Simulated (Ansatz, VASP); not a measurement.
One calculation of C, two programs

File INCAR:

```
SYSTEM = C
ALGO = Normal
EDIFF = 1E-6
ENCUT = 520
GGA = PS
ISIF = 2
ISMEAR = 0
LASPH = .True.
LCHARG = .False.
LREAL = .False.
LWAVE = .False.
NBANDS = 11
NELM = 80
PREC = Accurate
SIGMA = 0.05
```

Contents of KPOINTS:

```
k-points
0
Gamma
  12 12 12
  0 0 0
```

POSCAR

```
C
1.0
    0.0000000000      1.7769046139      1.9190569830
    1.7769046139      0.0000000000      1.9190569830
    1.7769046139      1.7769046139      0.0000000000
C
2
Direct
    0.5000000000      0.5000000000      0.5000000000
    0.7500000000      0.7500000000      0.7500000000
```

Input for Ansatz:

```yaml
crystal:
  lattice:
    - [0.0, 1.7769046139, 1.919056983]
    - [1.7769046139, 0.0, 1.919056983]
    - [1.7769046139, 1.7769046139, 0.0]
  atoms:
    - { symbol: C, position: [0.5, 0.5, 0.5] }
    - { symbol: C, position: [0.75, 0.75, 0.75] }
basis:
  ecutwfc: 420
kpoints:
  mp_grid: { grid: [12, 12, 12] }
hamiltonian:
  xc: pbesol
scf:
  occupations: { method: gaussian, width: 0.05 }
output:
  forces: true
  stress: true
  eigenvalues: true
```

Change from the starting cell: strain +0.000 along x and y, +0.080 along z, atoms carried along.

Alike in both runs: task single point; functional PBEsol; k mesh 12 × 12 × 12; occupations gaussian, width 0.05 eV; no spin polarisation.

```csv
,VASP,Ansatz
version,VASP 6.6.1,Ansatz 0.2.0
potentials or method,"VASP PAW PBE potentials, release 64 (C), cutoff 520 eV","scalar-relativistic, plane waves, PAW"
valence electrons in the cell,8,8
```

```csv
,VASP,Ansatz,Ansatz less VASP
gap on the k mesh at the Fermi level (eV),2.96,2.97,+0.006
least direct gap on the mesh (eV),4.71,4.71,+0.002
pressure (GPa),-29.1,-29.8,-0.74
"traceless stress, the component that is largest in VASP (GPa)",-47.23,-47.23,-0.006
```

VASP's potentials were made for PBE, not for PBEsol. Both programs put the cell under strong tension, so it lies far from rest at this level.
